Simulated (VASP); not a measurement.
Set up this calculation in VASP 6.6.1, as the native input.

```yaml
Task: single point
Functional: PBE
Potentials_or_basis: VASP PAW PBE potentials, release 64 (Mg, C)
Cutoff: 600 eV
k_mesh: 3 × 3 × 2
Occupations: fermi-dirac, width 0.05 eV
Spin: no spin polarisation
Dipole_correction: no
Further_INCAR_settings: ALGO = Normal; EDIFF = 1e-06; NBANDS = 19
```

The structure of MgC2 lies in POSCAR:

```
MgC2
1.0
    3.9507770000      0.0000000000      0.0000000000
    0.0000000000      3.9507770000      0.0000000000
    0.0000000000      0.0000000000      4.9870890000
Mg C
2 4
Direct
    0.5000000000      0.5000000000      0.0000000000
    0.0000000000      0.0000000000      0.5000000000
    0.8876550000      0.8876550000      0.0000000000
    0.1123450000      0.1123450000      0.0000000000
    0.3876550000      0.6123450000      0.5000000000
    0.6123450000      0.3876550000      0.5000000000
```

These files were run (other wordings do the same):

INCAR

```
SYSTEM = MgC2
  ALGO = Normal
  EDIFF = 1E-6
  ENCUT = 600
  GGA = PE
  GGA_COMPAT = .FALSE.
  ISIF = 2
  ISMEAR = -1
  LASPH = .TRUE.
  LCHARG = .FALSE.
  LREAL = .FALSE.
  LWAVE = .FALSE.
  NBANDS = 19
  NELM = 120
  PREC = Accurate
  SIGMA = 0.05
```

KPOINTS

```
k-points
0
G
  3 3 2
  0 0 0
```

Potentials or basis: VASP PAW PBE potentials, release 64 (Mg, C).

Launch:

```bash
$ cat potpaw_PBE.64/Mg/POTCAR potpaw_PBE.64/C/POTCAR > POTCAR
$ mpirun -np 1 vasp_std > vasp.out
```

It gave:

* Pressure: -0.4 GPa
* Largest force: 0.029 eV/Å
* Band gap on the k mesh: 2.63 eV (least direct gap 2.96 eV)

Caveat: the k points lie up to 0.63 Å⁻¹ apart; an odd mesh through Γ misses points on the zone boundary, where band edges can lie.

Run time: 8.4 s on 1 thread of Intel(R) Xeon(R) 6975P-C (Granite Rapids), on a shared host, peak memory 0.18 GiB.
